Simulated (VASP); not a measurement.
# Rh (P6_3/mmc) in VASP: further runs

The runs below take Rh through single point, with LDA.

Everything below comes from runs of VASP 6.6.1. Logs are shortened: lines on timing, memory, paths and dates and some standing lists are left out, and cuts for length are marked.

**1. The cell of the first run**

It takes space group P6_3/mmc (No. 194, hexagonal). Conventional cell: a = 2.731 Å, b = 2.731 Å, c = 4.428 Å, α = 90.00°, β = 90.00°, γ = 120.00°. Within 3.6 Å of Rh (site symmetry -6m2) lie 12 Rh at 2.72 to 2.73 Å.

**2. Single point, LDA**

Contents of INCAR:

```
PREC = Accurate
ENCUT = 520
EDIFF = 1E-6
ISMEAR = 0
SIGMA = 0.25
LREAL = False
LASPH = True
NELM = 80
ALGO = Normal
ISIF = 2
LWAVE = False
LCHARG = False
GGA = CA
NBANDS = 22
```

Contents of KPOINTS:

```
regular mesh
0
Gamma
  11 11 6
```

Contents of POSCAR:

```
Rh
1.0
    2.7309790000      0.0000000000      0.0000000000
   -1.3654895000      2.3650971912      0.0000000000
    0.0000000000      0.0000000000      4.4284890000
Rh
2
Direct
    0.6666666667      0.3333333333      0.7500000000
    0.3333333333      0.6666666667      0.2500000000
```

Potentials or basis: VASP PAW LDA potentials, release 64 (Rh_pv).

Started as:

```bash
$ cat potpaw_LDA.64/Rh_pv/POTCAR > POTCAR
$ mpirun -np 1 vasp_std > vasp.out
```

OUTCAR:

```text
PREC = Accurate
   ENCUT = 520
   EDIFF = 1E-6
   ISMEAR = 0
   LREAL = False
   LASPH = True
   NELM = 80
   ISIF = 2
   GGA = CA

 ion  position               nearest neighbor table
   1  0.667  0.333  0.750-   2 2.72   2 2.72   2 2.72   2 2.72   2 2.72   2 2.72
   2  0.333  0.667  0.250-   1 2.72   1 2.72   1 2.72   1 2.72   1 2.72   1 2.72

  LATTYP: Found a hexagonal cell.
 ALAT       =     2.7309790000
 C/A-ratio  =     1.6215756328

  Lattice vectors:

 A1 = (   2.7309790000,   0.0000000000,   0.0000000000)
 A2 = (  -1.3654895000,   2.3650971912,   0.0000000000)
 A3 = (   0.0000000000,   0.0000000000,   4.4284890000)

Analysis of symmetry for initial positions (statically):
=====================================================================
 Subroutine PRICEL returns:
 Original cell was already a primitive cell.

 Routine SETGRP: Setting up the symmetry group for a
 hexagonal supercell.

 Subroutine GETGRP returns: Found 24 space group operations
 (whereof 12 operations were pure point group operations)
 out of a pool of 24 trial point group operations.

The static configuration has the point symmetry D_3d.
 The point group associated with its full space group is D_6h.

Analysis of symmetry for dynamics (positions and initial velocities):
=====================================================================
 Subroutine PRICEL returns:
 Original cell was already a primitive cell.

 Routine SETGRP: Setting up the symmetry group for a
 hexagonal supercell.

 Subroutine GETGRP returns: Found 24 space group operations
 (whereof 12 operations were pure point group operations)
 out of a pool of 24 trial point group operations.

The dynamic configuration has the point symmetry D_3d.
 The point group associated with its full space group is D_6h.

 Subroutine INISYM returns: Found 24 space group operations
 (whereof 12 operations are pure point group operations),
 and found     1 'primitive' translations

----------------------------------------------------------------------------------------

                                     Primitive cell

  volume of cell :      28.6037

  direct lattice vectors                    reciprocal lattice vectors
     2.730979000  0.000000000  0.000000000     0.366169055  0.211407803  0.000000000
    -1.365489500  2.365097191  0.000000000     0.000000000  0.422815605  0.000000000
     0.000000000  0.000000000  4.428489000     0.000000000  0.000000000  0.225810655

  length of vectors
     2.730979000  2.730979000  4.428489000     0.422815605  0.422815605  0.225810655

  position of ions in fractional coordinates (direct lattice)
     0.666666667  0.333333333  0.750000000
     0.333333333  0.666666667  0.250000000

  ion indices of the primitive-cell ions
   primitive index   ion index
                 1           1
                 2           2

----------------------------------------------------------------------------------------

 KPOINTS: regular mesh

Automatic generation of k-mesh.
 Grid dimensions read from file:
 generate k-points for:   11   11    6

 Generating k-lattice:

  Cartesian coordinates                     Fractional coordinates (reciprocal lattice)
     0.033288096  0.019218891  0.000000000     0.090909091  0.000000000  0.000000000
     0.000000000  0.038437782  0.000000000     0.000000000  0.090909091  0.000000000
     0.000000000  0.000000000  0.037635109     0.000000000  0.000000000  0.166666667

  Length of vectors
     0.038437782  0.038437782  0.037635109

  Shift w.r.t. Gamma in fractional coordinates (k-lattice)
     0.000000000  0.000000000  0.000000000

 Subroutine IBZKPT returns following result:
 ===========================================

 Found     64 irreducible k-points:

 Following reciprocal coordinates:
            Coordinates               Weight
  0.000000  0.000000  0.000000      1.000000
  0.090909  0.000000  0.000000      6.000000
  0.181818  0.000000  0.000000      6.000000
  0.272727  0.000000  0.000000      6.000000
  0.363636 -0.000000  0.000000      6.000000
  0.454545  0.000000  0.000000      6.000000
[... 16 lines left out ...]
  0.090909  0.090909  0.166667     12.000000
  0.181818  0.090909  0.166667     24.000000
 [... further k-points ...]
   k-points           NKPTS =     64   k-points in BZ     NKDIM =     64   number of bands    NBANDS=     22
   number of dos      NEDOS =    301   number of ions     NIONS =      2
   total plane-waves  NPLWV =  14400
   dimension x,y,z NGX =    20 NGY =   20 NGZ =   36
   dimension x,y,z NGXF=    40 NGYF=   40 NGZF=   72
   ions per type =               2
   NGX,Y,Z   is equivalent  to a cutoff of  12.17, 12.17, 13.51 a.u.
   NGXF,Y,Z  is equivalent  to a cutoff of  24.35, 24.35, 27.03 a.u.
 SYSTEM =  unknown system
   PREC   = accura    normal or accurate (medium, high low for compatibility)
   ISTART =      0    job   : 0-new  1-cont  2-samecut
   ICHARG =      2    charge: 1-file 2-atom 10-const
   ISPIN  =      1    spin polarized calculation?
   LNONCOLLINEAR =      F non collinear calculations
   LSORBIT =      F    spin-orbit coupling
   LASPH  =      T    aspherical Exc in radial PAW
   ENCUT  =  520.0 eV  38.22 Ry    6.18 a.u.   5.08  5.08  8.23*2*pi/ulx,y,z
   NELM   =     80;   NELMIN=  2; NELMDL= -5     # of ELM steps
   EDIFF  = 0.1E-05   stopping-criterion for ELM
   LREAL  =      F    real-space projection
   EDIFFG = 0.1E-04   stopping-criterion for IOM
   NSW    =      0    number of steps for IOM
   IBRION =     -1    ionic relax: 0-MD 1-quasi-New 2-CG
   NFREE  =      0    steps in history (QN), initial steepest desc. (CG)
   ISIF   =      2    stress and relaxation
   ISYM   =      2    0-nonsym 1-usesym 2-fastsym
   POTIM  = 0.5000    time-step for ionic-motion
   TEBEG  =    0.0;   TEEND  =   0.0 temperature during run
   PSTRESS=    0.0 pullay stress
   NELECT =      30.0000    total number of electrons
   NUPDOWN=      -1.0000    fix difference up-down
   EMIN   =  10.00;   EMAX   =-10.00  energy-range for DOS
   EFERMI =   0.00;   METHOD = LEGACY
   ISMEAR =     0;   SIGMA  =   0.25  broadening in eV -4-tet -1-fermi 0-gaus
   EFERMI_NEDOS =   21; number of points for ismear=-14 and -15
   IALGO  =     38    algorithm
   IMIX   =      4    mixing-type and parameters
     AMIX     =   0.40;   BMIX     =  1.00
     AMIX_MAG =   1.60;   BMIX_MAG =  1.00
  volume/ion in A,a.u.               =      14.30        96.51
  Fermi-wavevector in a.u.,A,eV,Ry     =   1.663314  3.143208 37.642067  2.766614
  Thomas-Fermi vector in A             =   2.750053
   LORBIT       =      0    0 simple, 1 ext, 2 COOP (PROOUT), +10 PAW based schemes
   GGA     = CA    functional components
   LHFCALC =     F    Hartree Fock is set to
   AEXX    =    0.0000 exact exchange contribution
   IVDW    =     0    specifies the selected vdW correction
   LEPSILON=     F    determine dielectric tensor
   LRPA    =     F    only Hartree local field effects (RPA)
 non-spin polarized calculation
 Gauss-broadening in eV      SIGMA  =   0.25
  energy-cutoff  :      520.00
  volume of cell :       28.60
 maximum number of plane-waves:       785
   NGX = 11   NGY = 11   NGZ = 17

 number of electron      30.0000009 magnetization

 Free energy of the ion-electron system (eV)
  ---------------------------------------------------
  ext. energy  EPLUGINS =         0.00000000
  ---------------------------------------------------
  free energy    TOTEN  =       -17.21010121 eV

  energy without entropy =      -17.09734183  energy(sigma->0) =      -17.15372152

 E-fermi :  11.0672     XC(G=0): -14.1006

 val. band max:       11.0600069447   @ k =   0.3636   0.1818   0.3333
 cond. band min:      11.0776480913   @ k =   0.0909   0.0909   0.3333
 fundamental gap:      0.0176411466
 Fermi energy:        11.0672499770

 k-point     1 :       0.0000    0.0000    0.0000
  band No.  band energies     occupation
      1     -35.7550      2.00000
      2     -35.1768      2.00000
      3     -35.1768      2.00000
      4     -35.0930      2.00000
      5     -35.0823      2.00000
      6     -35.0823      2.00000
[... 14 lines left out ...]
     21      29.0690      0.00000
     22      29.6811      0.00000

 k-point     2 :       0.0909    0.0000    0.0000
  band No.  band energies     occupation
      1     -35.7380      2.00000
      2     -35.2153      2.00000
      3     -35.1892      2.00000
      4     -35.1223      2.00000
      5     -35.1000      2.00000
      6     -35.0886      2.00000
[... 14 lines left out ...]
     21      29.3825      0.00000
     22      29.7698      0.00000

 k-point     3 :       0.1818    0.0000    0.0000
  band No.  band energies     occupation
      1     -35.6901      2.00000
      2     -35.3190      2.00000
      3     -35.2279      2.00000
      4     -35.2218      2.00000
      5     -35.1212      2.00000
      6     -35.1062      2.00000
[... 14 lines left out ...]
     21      29.3406      0.00000
     22      29.5674      0.00000

 k-point     4 :       0.2727    0.0000    0.0000
  band No.  band energies     occupation
      1     -35.6196      2.00000
      2     -35.4550      2.00000
      3     -35.3623      2.00000
      4     -35.2629      2.00000
      5     -35.1567      2.00000
      6     -35.1305      2.00000
[... 14 lines left out ...]
     21      27.0841      0.00000
     22      27.8725      0.00000

 k-point     5 :       0.3636   -0.0000    0.0000
  band No.  band energies     occupation
      1     -35.5801      2.00000
      2     -35.5407      2.00000
      3     -35.4823      2.00000
      4     -35.2997      2.00000
      5     -35.2033      2.00000
      6     -35.1536      2.00000
[... 417 lines left out ...]
 k-point    22 :       0.4545    0.0000    0.1667
  band No.  band energies     occupation
      1     -35.6827      2.00000
      2     -35.5846      2.00000
      3     -35.4267      2.00000
      4     -35.3110      2.00000
      5     -35.2362      2.00000
      6     -35.1779      2.00000
[... 14 lines left out ...]
     21      24.6097      0.00000
     22      25.2011      0.00000

 k-point    23 :       0.0909    0.0909    0.1667
  band No.  band energies     occupation
      1     -35.6718      2.00000
      2     -35.2683      2.00000
      3     -35.2417      2.00000
      4     -35.1956      2.00000
      5     -35.1246      2.00000
      6     -35.1136      2.00000
[... 14 lines left out ...]
     21      28.5883      0.00000
     22      29.4896      0.00000

 k-point    24 :       0.1818    0.0909    0.1667
  band No.  band energies     occupation
      1     -35.6288      2.00000
      2     -35.3733      2.00000
      3     -35.3465      2.00000
      4     -35.2401      2.00000
      5     -35.1517      2.00000
      6     -35.1407      2.00000
[... 14 lines left out ...]
     21      26.8680      0.00000
     22      28.3363      0.00000

 [... further k-points ...]
[... 5 lines left out ...]
  --------------------------------------------------------------------------------------
  -------------------------------------------------------------------------------------
  Total       -3.1611774     -3.1611774     -3.4748401      0.0000000     -0.0000000      0.0000000
  in kB     -177.0665514   -177.0665514   -194.6356920      0.0000000     -0.0000000      0.0000000
  external PRESSURE =    -182.9229316 kB  Pullay stress =       0.0000000 kB

 VOLUME and BASIS-vectors are now :
 -----------------------------------------------------------------------------
  energy-cutoff  :      520.00
  volume of cell :       28.60
      direct lattice vectors                 reciprocal lattice vectors
     2.730979000  0.000000000  0.000000000     0.366169055  0.211407803  0.000000000
    -1.365489500  2.365097191  0.000000000     0.000000000  0.422815605  0.000000000
     0.000000000  0.000000000  4.428489000     0.000000000  0.000000000  0.225810655

 POSITION                                       TOTAL-FORCE (eV/Angst)
 -----------------------------------------------------------------------------------
      1.36549      0.78837      3.32137         0.000000     -0.000000      0.000000
     -0.00000      1.57673      1.10712        -0.000000      0.000000      0.000000
 -----------------------------------------------------------------------------------
    total drift:                               -0.000000      0.000000     -0.000000

  FREE ENERGIE OF THE ION-ELECTRON SYSTEM (eV)
  ---------------------------------------------------
  free  energy   TOTEN  =       -17.2101012074 eV

  energy  without entropy=      -17.0973418343  energy(sigma->0) =      -17.15372152
```

Wall time 18 s (1 thread of Intel Xeon 6975P-C, shared host); peak memory 0.15 GiB.

Results:

```
Free energy            : -17.2101 eV
Pressure               : -18.3 GPa
Band gap on the k mesh : zero (band 15 reaches 11.67 eV, above the bottom of band 16 at 9.44 eV)
```

Levels at points of the mesh, in eV from the Fermi level:
| k point | band 12 | band 13 | band 14 | band 15 | band 16 | band 17 | band 18 | band 19 |
| --- | --- | --- | --- | --- | --- | --- | --- | --- |
| (0.00, 0.00, 0.00) | -2.37 | -2.37 | -1.78 | -1.78 | 0.15 | 0.15 | 0.72 | 8.16 |
| (0.00, 0.00, 0.50) | -2.96 | -2.96 | -2.96 | -0.40 | -0.40 | -0.40 | -0.40 | 14.64 |

(Part 1 of 3 ends here.)
